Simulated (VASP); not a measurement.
# ZnO (zincite) (P6_3mc) in VASP: further runs

Aim: see how the results for ZnO (zincite) move with the level of theory and the settings. Levels: LDA, revPBE, revPBE+D3(BJ). Tasks: relaxation of cell and atoms.

Everything below comes from runs of VASP 6.6.1. Logs are shortened: lines on timing, memory, paths and dates and some standing lists are left out, and cuts for length are marked.

### Step 1. The cell of the first run

Symmetry: P6_3mc, No. 186, hexagonal system. Conventional cell: a = 3.249 Å, b = 3.249 Å, c = 5.206 Å, α = 90.00°, β = 90.00°, γ = 120.00°. Zn (site symmetry 3m) has 4 O at 1.97 to 1.98 Å within 2.6 Å. O (site symmetry 3m) has 4 Zn at 1.97 to 1.98 Å within 2.6 Å.

### Step 2. Relaxation of cell and atoms, LDA, target pressure 20 GPa, at which the enthalpy is minimised

INCAR reads:

```
  PREC = Accurate
  ENCUT = 600
  EDIFF = 1E-6
  ISMEAR = -1
  SIGMA = 0.05
  LREAL = False
  LASPH = True
  NELM = 60
  ALGO = Normal
  ISIF = 3
  LWAVE = False
  LCHARG = False
  GGA = CA
  IBRION = 2
  NSW = 60
  EDIFFG = -0.01
  PSTRESS = 200.0
```

KPOINTS reads:

```
regular mesh
0
Gamma
  7 7 4
```

POSCAR reads:

```
ZnO
1.0
    3.2493080000      0.0000000000      0.0000000000
   -1.6246540000      2.8139832727      0.0000000000
    0.0000000000      0.0000000000      5.2057090000
Zn O
2 2
Direct
    0.6666666667      0.3333333333      0.0000000000
    0.3333333333      0.6666666667      0.5000000000
    0.3333333333      0.6666666667      0.8790100000
    0.6666666667      0.3333333333      0.3790100000
```

Potentials or basis: VASP PAW LDA potentials, release 64 (Zn, O).

The run is started by

```bash
> cat potpaw_LDA.64/Zn/POTCAR potpaw_LDA.64/O/POTCAR > POTCAR
> mpirun -np 1 vasp_std > vasp.out
```

OUTCAR:

```text
PREC = Accurate
   ENCUT = 600
   EDIFF = 1E-6
   ISMEAR = -1
   LREAL = False
   LASPH = True
   NELM = 60
   ISIF = 3
   GGA = CA
   IBRION = 2
   NSW = 60
   EDIFFG = -0.01
   PSTRESS = 200.0

 ion  position               nearest neighbor table
   1  0.667  0.333  0.000-   4 1.97   3 1.98   3 1.98   3 1.98
   2  0.333  0.667  0.500-   3 1.97   4 1.98   4 1.98   4 1.98
   3  0.333  0.667  0.879-   2 1.97   1 1.98   1 1.98   1 1.98
   4  0.667  0.333  0.379-   1 1.97   2 1.98   2 1.98   2 1.98

  LATTYP: Found a hexagonal cell.
 ALAT       =     3.2493080000
 C/A-ratio  =     1.6020977390

  Lattice vectors:

 A1 = (   3.2493080000,   0.0000000000,   0.0000000000)
 A2 = (  -1.6246540000,   2.8139832727,   0.0000000000)
 A3 = (   0.0000000000,   0.0000000000,   5.2057090000)

Analysis of symmetry for initial positions (statically):
=====================================================================
 Subroutine PRICEL returns:
 Original cell was already a primitive cell.

 Routine SETGRP: Setting up the symmetry group for a
 hexagonal supercell.

 Subroutine GETGRP returns: Found 12 space group operations
 (whereof  6 operations were pure point group operations)
 out of a pool of 24 trial point group operations.

The static configuration has the point symmetry C_3v.
 The point group associated with its full space group is C_6v.

Analysis of symmetry for dynamics (positions and initial velocities):
=====================================================================
 Subroutine PRICEL returns:
 Original cell was already a primitive cell.

 Routine SETGRP: Setting up the symmetry group for a
 hexagonal supercell.

 Subroutine GETGRP returns: Found 12 space group operations
 (whereof  6 operations were pure point group operations)
 out of a pool of 24 trial point group operations.

The dynamic configuration has the point symmetry C_3v.
 The point group associated with its full space group is C_6v.

 Subroutine INISYM returns: Found 12 space group operations
 (whereof  6 operations are pure point group operations),
 and found     1 'primitive' translations

----------------------------------------------------------------------------------------

                                     Primitive cell

  volume of cell :      47.5984

  direct lattice vectors                    reciprocal lattice vectors
     3.249308000  0.000000000  0.000000000     0.307757836  0.177684070  0.000000000
    -1.624654000  2.813983273  0.000000000     0.000000000  0.355368139  0.000000000
     0.000000000  0.000000000  5.205709000     0.000000000  0.000000000  0.192096792

  length of vectors
     3.249308000  3.249308000  5.205709000     0.355368139  0.355368139  0.192096792

  position of ions in fractional coordinates (direct lattice)
     0.666666667  0.333333333  0.000000000
     0.333333333  0.666666667  0.500000000
     0.333333333  0.666666667  0.879010000
     0.666666667  0.333333333  0.379010000

  ion indices of the primitive-cell ions
   primitive index   ion index
                 1           1
                 2           2
                 3           3
                 4           4

----------------------------------------------------------------------------------------

 KPOINTS: regular mesh

Automatic generation of k-mesh.
 Grid dimensions read from file:
 generate k-points for:    7    7    4

 Generating k-lattice:

  Cartesian coordinates                     Fractional coordinates (reciprocal lattice)
     0.043965405  0.025383439  0.000000000     0.142857143  0.000000000  0.000000000
     0.000000000  0.050766877  0.000000000     0.000000000  0.142857143  0.000000000
     0.000000000  0.000000000  0.048024198     0.000000000  0.000000000  0.250000000

  Length of vectors
     0.050766877  0.050766877  0.048024198

  Shift w.r.t. Gamma in fractional coordinates (k-lattice)
     0.000000000  0.000000000  0.000000000

 Subroutine IBZKPT returns following result:
 ===========================================

 Found     24 irreducible k-points:

 Following reciprocal coordinates:
            Coordinates               Weight
  0.000000  0.000000  0.000000      1.000000
  0.142857  0.000000  0.000000      6.000000
  0.285714  0.000000  0.000000      6.000000
  0.428571 -0.000000  0.000000      6.000000
  0.142857  0.142857  0.000000      6.000000
  0.285714  0.142857  0.000000     12.000000
[... 16 lines left out ...]
  0.428571  0.142857  0.500000      6.000000
  0.285714  0.285714  0.500000      6.000000
   k-points           NKPTS =     24   k-points in BZ     NKDIM =     24   number of bands    NBANDS=     22
   number of dos      NEDOS =    301   number of ions     NIONS =      4
   total plane-waves  NPLWV =  32928
   dimension x,y,z NGX =    28 NGY =   28 NGZ =   42
   dimension x,y,z NGXF=    56 NGYF=   56 NGZF=   84
   ions per type =               2   2
   NGX,Y,Z   is equivalent  to a cutoff of  14.33, 14.33, 13.41 a.u.
   NGXF,Y,Z  is equivalent  to a cutoff of  28.65, 28.65, 26.83 a.u.
 SYSTEM =  unknown system
   PREC   = accura    normal or accurate (medium, high low for compatibility)
   ISTART =      0    job   : 0-new  1-cont  2-samecut
   ICHARG =      2    charge: 1-file 2-atom 10-const
   ISPIN  =      1    spin polarized calculation?
   LNONCOLLINEAR =      F non collinear calculations
   LSORBIT =      F    spin-orbit coupling
   LASPH  =      T    aspherical Exc in radial PAW
   ENCUT  =  600.0 eV  44.10 Ry    6.64 a.u.   6.49  6.49 10.40*2*pi/ulx,y,z
   NELM   =     60;   NELMIN=  2; NELMDL= -5     # of ELM steps
   EDIFF  = 0.1E-05   stopping-criterion for ELM
   LREAL  =      F    real-space projection
   EDIFFG = -.1E-01   stopping-criterion for IOM
   NSW    =     60    number of steps for IOM
   IBRION =      2    ionic relax: 0-MD 1-quasi-New 2-CG
   NFREE  =      1    steps in history (QN), initial steepest desc. (CG)
   ISIF   =      3    stress and relaxation
   ISYM   =      2    0-nonsym 1-usesym 2-fastsym
   POTIM  = 0.5000    time-step for ionic-motion
   TEBEG  =    0.0;   TEEND  =   0.0 temperature during run
   PSTRESS=  200.0 pullay stress
   NELECT =      36.0000    total number of electrons
   NUPDOWN=      -1.0000    fix difference up-down
   EMIN   =  10.00;   EMAX   =-10.00  energy-range for DOS
   EFERMI =   0.00;   METHOD = LEGACY
   ISMEAR =    -1;   SIGMA  =   0.05  broadening in eV -4-tet -1-fermi 0-gaus
   EFERMI_NEDOS =   21; number of points for ismear=-14 and -15
   IALGO  =     38    algorithm
   IMIX   =      4    mixing-type and parameters
     AMIX     =   0.40;   BMIX     =  1.00
     AMIX_MAG =   1.60;   BMIX_MAG =  1.00
  volume/ion in A,a.u.               =      11.90        80.30
  Fermi-wavevector in a.u.,A,eV,Ry     =   1.491574  2.818667 30.270160  2.224794
  Thomas-Fermi vector in A             =   2.604212
   LORBIT       =      0    0 simple, 1 ext, 2 COOP (PROOUT), +10 PAW based schemes
   GGA     = CA    functional components
   LHFCALC =     F    Hartree Fock is set to
   AEXX    =    0.0000 exact exchange contribution
   IVDW    =     0    specifies the selected vdW correction
   LEPSILON=     F    determine dielectric tensor
   LRPA    =     F    only Hartree local field effects (RPA)
 conjugate gradient relaxation of ions
 non-spin polarized calculation
  energy-cutoff  :      600.00
  volume of cell :       47.60
 maximum number of plane-waves:      1616
 NGX is ok and might be reduce to    28
   NGX = 13   NGY = 13   NGZ = 21

--------------------------------------- Ionic step        1  -------------------------------------------

 number of electron      36.0000008 magnetization

 Free energy of the ion-electron system (eV)
  ---------------------------------------------------
  ext. energy  EPLUGINS =         0.00000000
  ---------------------------------------------------
  free energy    TOTEN  =       -21.12516122 eV

  energy without entropy =      -21.12515171  energy(sigma->0) =      -21.12515646

------------------------ aborting loop because EDIFF is reached ----------------------------------------

  FORCE on cell =-STRESS in cart. coord.  units (eV):
  Direction    XX          YY          ZZ          XY          YZ          ZX
  --------------------------------------------------------------------------------------
  -------------------------------------------------------------------------------------
  Total       -2.0343931     -2.0343931     -1.5040558      0.0000000      0.0000000      0.0000000
  in kB      -68.4783322    -68.4783322    -50.6270060      0.0000000      0.0000000      0.0000000
  external PRESSURE =    -262.5278901 kB  Pullay stress =     200.0000000 kB
[... 25 lines left out ...]
  enthalpy is  TOTEN    =       -15.1834479298 eV   P V=        5.9417132938

--------------------------------------- Ionic step        2  -------------------------------------------

 number of electron      35.9999996 magnetization

 E-fermi :   4.8161     XC(G=0): -13.1244

 val. band max:        4.1967495428   @ k =   0.0000   0.0000   0.0000
 cond. band min:       5.3957701472   @ k =   0.0000   0.0000   0.0000
 fundamental gap:      1.1990206044
 Fermi energy:         4.8161255153

 k-point     1 :       0.0000    0.0000    0.0000
  band No.  band energies     occupation
      1     -16.6075      2.00000
      2     -15.2659      2.00000
      3      -4.3295      2.00000
      4      -3.6490      2.00000
      5      -3.6490      2.00000
      6      -3.5405      2.00000
[... 660 lines left out ...]
  FREE ENERGIE OF THE ION-ELECTRON SYSTEM (eV)
  ---------------------------------------------------
  free  energy   TOTEN  =       -20.9446751909 eV

  energy  without entropy=      -20.9446739855  energy(sigma->0) =      -20.94467459

  enthalpy is  TOTEN    =       -15.7633650227 eV   P V=        5.1813101681

[... ionic steps 4 to 13 ...]

--------------------------------------- Ionic step       14  -------------------------------------------

 number of electron      36.0000003 magnetization

------------------------ aborting loop because EDIFF is reached ----------------------------------------

  FORCE on cell =-STRESS in cart. coord.  units (eV):
  Direction    XX          YY          ZZ          XY          YZ          ZX
  --------------------------------------------------------------------------------------
  -------------------------------------------------------------------------------------
  Total        5.1463789      5.1463789      5.2266158      0.0000000      0.0000000      0.0000000
  in kB      199.5812177    199.5812177    202.6928800      0.0000000      0.0000000      0.0000000
  external PRESSURE =       0.6184385 kB  Pullay stress =     200.0000000 kB
[... 65 lines left out ...]
  enthalpy is  TOTEN    =       -15.7644625263 eV   P V=        5.1578490886

--------------------------------------- Ionic step       16  -------------------------------------------

 number of electron      36.0000003 magnetization

 Free energy of the ion-electron system (eV)
  ---------------------------------------------------
  ext. energy  EPLUGINS =         0.00000000
  ---------------------------------------------------
  free energy    TOTEN  =       -20.92183263 eV

  energy without entropy =      -20.92183140  energy(sigma->0) =      -20.92183201

 E-fermi :   2.8178     XC(G=0): -12.2338

 val. band max:        2.3163941628   @ k =   0.0000   0.0000   0.0000
 cond. band min:       3.2730807575   @ k =   0.0000   0.0000   0.0000
 fundamental gap:      0.9566865947
 Fermi energy:         2.8178424387

 k-point     1 :       0.0000    0.0000    0.0000
  band No.  band energies     occupation
      1     -16.7775      2.00000
      2     -15.7693      2.00000
      3      -4.6396      2.00000
      4      -4.2854      2.00000
      5      -4.2854      2.00000
      6      -4.2514      2.00000
[... 620 lines left out ...]
  FREE ENERGIE OF THE ION-ELECTRON SYSTEM (eV)
  ---------------------------------------------------
  free  energy   TOTEN  =       -20.9218326321 eV

  energy  without entropy=      -20.9218313958  energy(sigma->0) =      -20.92183201

  enthalpy is  TOTEN    =       -15.7644855288 eV   P V=        5.1573471033

 reached required accuracy - stopping structural energy minimisation
```

Wall time 4.2 min (1 thread of AMD EPYC 7R43 (Zen 3), shared host); peak memory 0.14 GiB.

What came out:

```
Free energy                                            : -20.9218 eV
Relaxed volume                                         : 10.33 Å³/atom
Relaxed cell                                           : a = 3.088 Å, b = 3.088 Å, c = 5.002 Å, α = 90.00°, β = 90.00°, γ = 120.00°
Space group after relaxing (to 0.05 Å)                 : P6_3mc (No. 186)
Energy change on relaxing (the enthalpy is what falls) : +50.8 meV/atom
Ionic steps                                            : 16
Pressure after relaxing                                : 20.0 GPa
Band gap on the k mesh                                 : 0.96 eV, direct
```

Step by step:
```csv
step,energy change (eV),largest force (eV/Å),pressure (GPa),volume (Å³)
1,0.0000,0.0556,-6.25,47.60
2,1.7985,0.1210,72.75,35.39
3,0.1805,0.0319,18.83,41.51
4,0.2005,0.0299,19.70,41.34
5,0.2155,0.0285,20.46,41.22
6,0.1953,0.0476,19.60,41.38
7,0.2031,0.0179,20.01,41.32
8,0.2034,0.0169,20.03,41.32
9,0.2011,0.0100,19.92,41.33
10,0.1980,0.0007,19.77,41.36
11,0.1983,0.0001,19.72,41.36
12,0.1990,0.0020,19.78,41.35
13,0.2005,0.0069,19.86,41.34
14,0.2035,0.0164,20.06,41.31
15,0.2028,0.0143,19.99,41.32
16,0.2033,0.0003,19.97,41.31
```

Final structure:
```
Zn O
1.0
     3.08839    0.00000    0.00000
    -1.54419    2.67462    0.00000
     0.00000    0.00000    5.00165
Zn O
2 2
Direct
  0.66667 0.33333 0.00068
  0.33333 0.66667 0.50068
  0.33333 0.66667 0.87833
  0.66667 0.33333 0.37833
```

Caveat: the cell is relaxed towards a set pressure, so the enthalpy falls and the energy may rise.

### Step 3. Relaxation of cell and atoms, LDA, target pressure 30 GPa, at which the enthalpy is minimised

INCAR reads:

```
  PREC = Accurate
  ENCUT = 600
  EDIFF = 1E-6
  ISMEAR = -1
  SIGMA = 0.05
  LREAL = False
  LASPH = True
  NELM = 80
  ALGO = Normal
  ISIF = 3
  LWAVE = False
  LCHARG = False
  IBRION = 2
  NSW = 60
  EDIFFG = -0.01
  PSTRESS = 300.0
```

KPOINTS is that of step 2.

POSCAR is that of step 2.

Potentials or basis: VASP PAW LDA potentials, release 64 (Zn, O).

The run is started by

```bash
> cat potpaw_LDA.64/Zn/POTCAR potpaw_LDA.64/O/POTCAR > POTCAR
> mpirun -np 1 vasp_std > vasp.out
```

Run time: 3 min. Hardware: 1 thread of AMD EPYC 7R43 (Zen 3), shared host; peak memory 0.14 GiB.

It converged, with:

```yaml
Free_energy: -20.6876 eV
Relaxed_volume: 9.95 Å³/atom
Relaxed_cell: a = 3.056 Å, b = 3.056 Å, c = 4.923 Å, α = 90.00°, β = 90.00°, γ = 120.00°
Space_group_after_relaxing_to_0.05_Å: P6_3mc (No. 186)
Energy_change_on_relaxing_the_enthalpy_is_what_falls: +109.4 meV/atom
Ionic_steps: 11
Pressure_after_relaxing: 30.0 GPa
Largest_force_after_relaxing: 0.009 eV/Å
Band_gap_on_the_k_mesh: 1.02 eV, direct
```

Forces in eV/Å, atoms in the order of the input:
```
Zn   0.000  0.000  0.009
Zn   0.000  0.000  0.009
O    0.000  0.000 -0.009
O    0.000  0.000 -0.009
```

Stress tensor (GPa, compression positive):
```
29.91  0.00  0.00
 0.00 29.91  0.00
 0.00  0.00 30.16
```

Step by step:
| step | energy change (eV) | largest force (eV/Å) | pressure (GPa) | volume (Å³) |
| --- | --- | --- | --- | --- |
| 1 | 0.0000 | 0.0556 | -6.25 | 47.60 |
| 2 | 4.4085 | 0.1997 | 140.76 | 31.35 |
| 3 | 0.3623 | 0.0479 | 27.01 | 40.23 |
| 4 | 0.4189 | 0.0447 | 29.28 | 39.91 |
| 5 | 0.4457 | 0.0434 | 30.11 | 39.76 |
| 6 | 0.4454 | 0.0756 | 30.28 | 39.77 |
| 7 | 0.4453 | 0.0136 | 30.31 | 39.76 |
| 8 | 0.4286 | 0.0244 | 29.56 | 39.85 |
| 9 | 0.4367 | 0.0197 | 29.84 | 39.81 |
| 10 | 0.4385 | 0.0190 | 29.93 | 39.80 |
| 11 | 0.4376 | 0.0087 | 29.99 | 39.81 |

Final structure:
```
Zn O
1.0
     3.05565    0.00000    0.00000
    -1.52782    2.64627    0.00000
     0.00000    0.00000    4.92270
Zn O
2 2
Direct
  0.66667 0.33333 0.99980
  0.33333 0.66667 0.49980
  0.33333 0.66667 0.87921
  0.66667 0.33333 0.37921
```

Levels at points of the mesh, in eV from the valence-band top:
```
           k point  band 15  band 16  band 17  band 18  band 19  band 20  band 21  band 22
(0.00, 0.00, 0.00)    -1.03    -0.16     0.00     0.00     1.02     5.76     8.66    13.58
(0.00, 0.00, 0.50)    -0.51    -0.51    -0.51    -0.51     3.81     3.81    10.58    10.58
```

Caveat: the cell is relaxed towards a set pressure, so the enthalpy falls and the energy may rise; the volume moved by over 15 % at a fixed basis, so the end points are rough. Zero-point motion and thermal expansion aren't in these numbers.

(Part 1 of 2 ends here.)
